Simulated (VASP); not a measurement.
Here is a VASP 6.6.1 calculation.

File POSCAR:

```
AlSn
1.0
    4.1413675035      0.0000000000      0.0000000000
   -2.0706837517      3.5865294644      0.0000000000
    0.0000000000      0.0000000000      3.2621543997
Sn Al
1 1
Direct
    0.3333333333      0.6666666667      0.5000000000
    0.0000000000      0.0000000000      0.0000000000
```

The input INCAR.step1:

```
PREC     = Accurate       # precision mode
ENCUT    = 520            # plane-wave cutoff, eV
ISMEAR   = -1             # smearing method
SIGMA    = 0.05           # smearing width, eV
LREAL    = False          # projectors in reciprocal space
LASPH    = True           # aspherical terms in the spheres
NELM     = 100            # most SCF steps
NBANDS   = 16             # bands
GGA      = PE             # functional
ALGO     = Normal         # electronic algorithm
EDIFF    = 1E-4           # SCF threshold, eV
LWAVE    = True           # write WAVECAR
LCHARG   = False          # write CHGCAR
```

File INCAR.step2:

```
PREC     = Accurate       # precision mode
ENCUT    = 520            # plane-wave cutoff, eV
EDIFF    = 1E-7           # SCF threshold, eV
ISMEAR   = -1             # smearing method
SIGMA    = 0.05           # smearing width, eV
LREAL    = False          # projectors in reciprocal space
LASPH    = True           # aspherical terms in the spheres
NELM     = 100            # most SCF steps
ALGO     = Normal         # electronic algorithm
ISIF     = 2              # what is computed and relaxed
LWAVE    = False          # write WAVECAR
LCHARG   = False          # write CHGCAR
METAGGA  = R2SCAN         # meta-GGA
LMIXTAU  = True         
NBANDS   = 16             # bands
ISTART   = 1
```

File KPOINTS:

```
regular mesh
0
Gamma
  7 7 8
```

Potentials or basis: VASP PAW PBE potentials, release 64 (Sn_d, Al).

Launch:

```console
$ cat potpaw_PBE.64/Sn_d/POTCAR potpaw_PBE.64/Al/POTCAR > POTCAR
$ cp INCAR.step1 INCAR
$ mpirun -np 1 vasp_std > vasp.out
$ cp INCAR.step2 INCAR
$ mpirun -np 1 vasp_std > vasp.out
```

**Question.** What does it give for the pressure?

**Answer.** 1.1 GPa.

Stress tensor (GPa, compression positive):
```
1.23 0.00 0.00
0.00 1.23 0.00
0.00 0.00 0.77
```

Caveat: the PAW data sets were made with another functional, which shifts forces and pressure a little.
